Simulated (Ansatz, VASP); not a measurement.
# Zn in VASP and in Ansatz

```
Zn
1.0
     4.29606    0.00000    0.00000
    -2.14803    3.72049    0.00000
     0.00000    0.00000    4.64234
Zn
4
Cartesian
  0.0000 0.0000 1.1606
  0.0000 0.0000 3.4818
  0.0000 2.4803 3.4818
  2.1480 1.2402 1.1606
```

Alike in both runs: functional PBEsol; k mesh 6 × 6 × 4; occupations gaussian, width 0.1 eV; no spin polarisation.

Ansatz relaxed the structure, and its values are those at the end. VASP's run is a single point on that final structure, the one shown.

|  | VASP | Ansatz |
| --- | --- | --- |
| version | VASP 6.6.1 | Ansatz 0.2.0 |
| potentials or method | VASP PAW PBE potentials, release 64 (Zn), cutoff 520 eV | scalar-relativistic, plane waves, PAW |
| valence electrons in the cell | 48 | 48 |

|  | VASP | Ansatz | Ansatz less VASP |
| --- | --- | --- | --- |
| gap on the k mesh at the Fermi level (eV) | none | none | - |
| pressure (GPa) | 0.3 | 0.0 | -0.33 |

VASP's potentials were made for PBE, not for PBEsol. A gap of «none» marks a metal or a gap that the smearing closes. The functional is the same, so the differences come from potentials, cutoffs and numerics.
